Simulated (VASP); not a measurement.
Write the native input for VASP 6.6.1 that does the following.

| Property | Result |
| --- | --- |
| Task | single point |
| Functional | LDA |
| Potentials or basis | VASP PAW LDA potentials, release 64 (Sn_d, O) |
| Cutoff | 520 eV |
| k mesh | 6 × 6 × 8 |
| Occupations | gaussian, width 0.05 eV |
| Spin | no spin polarisation |
| Dipole correction | no |
| Further INCAR settings | ALGO = Normal; EDIFF = 1e-06; NBANDS = 35 |

The structure of SnO2 lies in POSCAR:

```
SnO2
1.0
    4.5508719057      0.0000000000      0.0000000000
    0.0000000000      4.5514309592      0.0000000000
    0.0000000000      0.0000000000      3.0745939119
Sn O
2 4
Direct
    0.5000000000      0.5000000000      0.5000000000
    0.0000000000      0.0000000000      0.0000000000
    0.3059833077      0.3450716815      0.0000000000
    0.8059833077      0.1549283185      0.5000000000
    0.1940166923      0.8450716815      0.5000000000
    0.6940166923      0.6549283185      0.0000000000
```

These files were run (other wordings do the same):

INCAR

```
PREC = Accurate
ENCUT = 520
EDIFF = 1E-6
ISMEAR = 0
SIGMA = 0.05
LREAL = False
LASPH = True
NELM = 60
ALGO = Normal
ISIF = 2
LWAVE = False
LCHARG = True
LELF = True
LVHAR = True
NBANDS = 35
```

KPOINTS

```
regular mesh
0
Gamma
  6 6 8
```

Potentials or basis: VASP PAW LDA potentials, release 64 (Sn_d, O).

Launch:

```sh
$ cat potpaw_LDA.64/Sn_d/POTCAR potpaw_LDA.64/O/POTCAR > POTCAR
$ mpirun -np 1 vasp_std > vasp.out
```

Results of the run:

```
Pressure               : 43.4 GPa
Largest force          : 4.924 eV/Å
Band gap on the k mesh : 2.88 eV, direct
```

Caveat: spin-orbit coupling is left out, which moves the levels of the heavy elements; forces of over 1 eV/Å act on the atoms, so gaps and moduli don't describe the material at rest.

Run time: 89 s on 1 thread of Intel(R) Xeon(R) Platinum 8375C CPU @ 2.90GHz (Ice Lake), with other jobs on the host, peak memory 0.24 GiB.
